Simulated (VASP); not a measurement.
# ZnS (P6_3mc) in VASP: further runs, part 2 of 2

VASP 6.6.1.

## 3. Single point, LDA (in-plane strain -0.02)

Contents of INCAR:

```
PREC = Accurate ; ENCUT = 520
EDIFF = 1E-6 ; ISMEAR = 0
SIGMA = 0.01 ; LREAL = F
LASPH = T ; NELM = 100
ALGO = Normal ; ISIF = 2
LWAVE = F ; LCHARG = T
LELF = T ; LVHAR = T
NBANDS = 26
```

Contents of KPOINTS:

```
Automatic mesh
0
Gamma
  6 6 4
```

Contents of POSCAR:

```
ZnS
1.0
    3.6634677879      0.0000000000      0.0000000000
   -1.8317338940      3.1726561703      0.0000000000
    0.0000000000      0.0000000000      6.2167136247
Zn S
2 2
Direct
    0.3333333333      0.6666666667      0.0055913299
    0.6666666667      0.3333333333      0.5055913299
    0.3333333333      0.6666666667      0.3794086701
    0.6666666667      0.3333333333      0.8794086701
```

Potentials or basis: VASP PAW LDA potentials, release 64 (Zn, S).

Launch:

```
cat potpaw_LDA.64/Zn/POTCAR potpaw_LDA.64/S/POTCAR > POTCAR
mpirun -np 1 vasp_std > vasp.out
```

OUTCAR:

```text
PREC = Accurate
   ENCUT = 520
   EDIFF = 1E-6
   ISMEAR = 0
   LREAL = F
   LASPH = T
   NELM = 100
   ISIF = 2

 ion  position               nearest neighbor table
   1  0.333  0.667  0.006-   4 2.26   4 2.26   4 2.26   3 2.32
   2  0.667  0.333  0.506-   3 2.26   3 2.26   3 2.26   4 2.32
   3  0.333  0.667  0.379-   2 2.26   2 2.26   2 2.26   1 2.32
   4  0.667  0.333  0.879-   1 2.26   1 2.26   1 2.26   2 2.32

  LATTYP: Found a hexagonal cell.
 ALAT       =     3.6634677879
 C/A-ratio  =     1.6969478059

  Lattice vectors:

 A1 = (   3.6634677879,   0.0000000000,   0.0000000000)
 A2 = (  -1.8317338940,   3.1726561703,   0.0000000000)
 A3 = (   0.0000000000,   0.0000000000,   6.2167136247)

Analysis of symmetry for initial positions (statically):
=====================================================================
 Subroutine PRICEL returns:
 Original cell was already a primitive cell.

 Routine SETGRP: Setting up the symmetry group for a
 hexagonal supercell.

 Subroutine GETGRP returns: Found 12 space group operations
 (whereof  6 operations were pure point group operations)
 out of a pool of 24 trial point group operations.

The static configuration has the point symmetry C_3v.
 The point group associated with its full space group is C_6v.

Analysis of symmetry for dynamics (positions and initial velocities):
=====================================================================
 Subroutine PRICEL returns:
 Original cell was already a primitive cell.

 Routine SETGRP: Setting up the symmetry group for a
 hexagonal supercell.

 Subroutine GETGRP returns: Found 12 space group operations
[... 116 lines left out ...]
   NUPDOWN=      -1.0000    fix difference up-down
   EMIN   =  10.00;   EMAX   =-10.00  energy-range for DOS
   EFERMI =   0.00;   METHOD = LEGACY
   ISMEAR =     0;   SIGMA  =   0.01  broadening in eV -4-tet -1-fermi 0-gaus
   EFERMI_NEDOS =   21; number of points for ismear=-14 and -15
   IALGO  =     38    algorithm
   IMIX   =      4    mixing-type and parameters
     AMIX     =   0.40;   BMIX     =  1.00
     AMIX_MAG =   1.60;   BMIX_MAG =  1.00
  volume/ion in A,a.u.               =      18.06       121.90
  Fermi-wavevector in a.u.,A,eV,Ry     =   1.297827  2.452538 22.917052  1.684356
  Thomas-Fermi vector in A             =   2.429195
   LORBIT       =      0    0 simple, 1 ext, 2 COOP (PROOUT), +10 PAW based schemes
   GGA     = CA    functional components
   LHFCALC =     F    Hartree Fock is set to
   AEXX    =    0.0000 exact exchange contribution
   IVDW    =     0    specifies the selected vdW correction
   LEPSILON=     F    determine dielectric tensor
   LRPA    =     F    only Hartree local field effects (RPA)
 non-spin polarized calculation
 Gauss-broadening in eV      SIGMA  =   0.01
  energy-cutoff  :      520.00
  volume of cell :       72.26
 maximum number of plane-waves:      1971
 NGX is ok and might be reduce to    28
   NGX = 13   NGY = 13   NGZ = 23

 number of electron      36.0000042 magnetization

 Free energy of the ion-electron system (eV)
  ---------------------------------------------------
  ext. energy  EPLUGINS =         0.00000000
  ---------------------------------------------------
  free energy    TOTEN  =       -16.35011415 eV

  energy without entropy =      -16.35011415  energy(sigma->0) =      -16.35011415

 E-fermi :   2.9456     XC(G=0): -10.4429

 val. band max:        2.8746192966   @ k =   0.0000   0.0000   0.0000
 cond. band min:       5.1246257326   @ k =   0.0000   0.0000   0.0000
 fundamental gap:      2.2500064360
 Fermi energy:         2.9455541791

 k-point     1 :       0.0000    0.0000    0.0000
  band No.  band energies     occupation
      1     -10.9722      2.00000
      2      -9.9334      2.00000
      3      -4.0759      2.00000
      4      -4.0759      2.00000
      5      -4.0702      2.00000
      6      -3.9925      2.00000
[... 598 lines left out ...]
     25      12.5475      0.00000
     26      12.5475      0.00000

------------------------ aborting loop because EDIFF is reached ----------------------------------------

  FORCE on cell =-STRESS in cart. coord.  units (eV):
  Direction    XX          YY          ZZ          XY          YZ          ZX
  --------------------------------------------------------------------------------------
  -------------------------------------------------------------------------------------
  Total        2.2215867      2.2215867     -0.3570107     -0.0000000     -0.0000000      0.0000000
  in kB       49.2603621     49.2603621     -7.9161779     -0.0000000     -0.0000000      0.0000000
  external PRESSURE =      30.2015154 kB  Pullay stress =       0.0000000 kB

 VOLUME and BASIS-vectors are now :
 -----------------------------------------------------------------------------
  energy-cutoff  :      520.00
  volume of cell :       72.26
      direct lattice vectors                 reciprocal lattice vectors
     3.663467788  0.000000000  0.000000000     0.272965414  0.157596655  0.000000000
    -1.831733894  3.172656170  0.000000000     0.000000000  0.315193310  0.000000000
     0.000000000  0.000000000  6.216713625     0.000000000  0.000000000  0.160856694

 POSITION                                       TOTAL-FORCE (eV/Angst)
 -----------------------------------------------------------------------------------
     -0.00000      2.11510      0.03476         0.000000      0.000000      0.274322
      1.83173      1.05755      3.14312        -0.000000     -0.000000      0.274322
     -0.00000      2.11510      2.35868        -0.000000      0.000000     -0.274322
      1.83173      1.05755      5.46703         0.000000      0.000000     -0.274322
 -----------------------------------------------------------------------------------
    total drift:                               -0.000000     -0.000000     -0.001584

  FREE ENERGIE OF THE ION-ELECTRON SYSTEM (eV)
  ---------------------------------------------------
  free  energy   TOTEN  =       -16.3501141545 eV

  energy  without entropy=      -16.3501141545  energy(sigma->0) =      -16.35011415
```

OSZICAR:

```text
N       E                     dE             d eps       ncg     rms          rms(c)
DAV:   1     0.246870751763E+03    0.24687E+03   -0.17382E+04  1092   0.174E+03
DAV:   2     0.738247014346E+01   -0.23949E+03   -0.22889E+03  1116   0.360E+02
DAV:   3    -0.166867561915E+02   -0.24069E+02   -0.23847E+02  1346   0.114E+02
DAV:   4    -0.172435313301E+02   -0.55678E+00   -0.55580E+00  1270   0.172E+01
DAV:   5    -0.172521677568E+02   -0.86364E-02   -0.86342E-02  1366   0.215E+00    0.115E+01
DAV:   6    -0.163921315746E+02    0.86004E+00   -0.17117E+00  1530   0.402E+01    0.859E+00
DAV:   7    -0.163696382956E+02    0.22493E-01   -0.13801E+00  1166   0.745E+00    0.335E+00
DAV:   8    -0.163519016480E+02    0.17737E-01   -0.40411E-02  1174   0.124E+00    0.906E-01
DAV:   9    -0.163500550422E+02    0.18466E-02   -0.11119E-02  1458   0.980E-01    0.247E-01
DAV:  10    -0.163501002953E+02   -0.45253E-04   -0.40748E-04  1268   0.208E-01    0.120E-01
DAV:  11    -0.163501149434E+02   -0.14648E-04   -0.34228E-05  1376   0.738E-02    0.419E-02
DAV:  12    -0.163501141545E+02    0.78897E-06   -0.72829E-06  1324   0.491E-02
   1 F= -.16350114E+02 E0= -.16350114E+02  d E =-.110001E-25
```

stdout:

```text
POSCAR found type information on POSCAR ZnS
 POSCAR found :  2 types and       4 ions
 scaLAPACK will be used
 LDA part: xc-table for (Slater(with rela. corr.)+CA(PZ))
 , standard interpolation
 POSCAR, INCAR and KPOINTS ok, starting setup
 FFT: planning ... GRIDC
 FFT: planning ... GRID_SOFT
 FFT: planning ... GRID
 WAVECAR not read
 entering main loop
```

Run time: 35 s. Hardware: 1 thread of Intel Xeon Platinum 8488C (Sapphire Rapids), shared host; peak memory 0.17 GiB.

What came out:

```yaml
Free_energy: -16.3501 eV
Pressure: 3.0 GPa
Largest_force: 0.274 eV/Å
Band_gap_on_the_k_mesh: 2.25 eV, direct
```

Forces on the atoms (eV/Å):
```
Zn   0.000  0.000  0.274
Zn   0.000  0.000  0.274
S    0.000  0.000 -0.274
S    0.000  0.000 -0.274
```

Stress tensor (GPa, compression positive):
```
 4.93  0.00  0.00
 0.00  4.93  0.00
 0.00  0.00 -0.79
```

Levels at points of the mesh, in eV from the valence-band top:
```
           k point  band 15  band 16  band 17  band 18  band 19  band 20  band 21  band 22
(0.00, 0.00, 0.00)    -0.93    -0.25     0.00     0.00     2.25     3.28     6.00     6.21
(0.50, 0.00, 0.00)    -3.77    -2.51    -2.05    -1.10     3.49     4.16     4.69     6.78
(0.00, 0.00, 0.50)    -0.49    -0.49    -0.49    -0.49     3.71     3.71     6.61     6.61
(0.50, 0.00, 0.50)    -2.03    -2.03    -1.86    -1.86     3.23     3.23     4.90     4.90
```

Caveat: the cell differs from its parent crystal (in-plane strain -0.02).
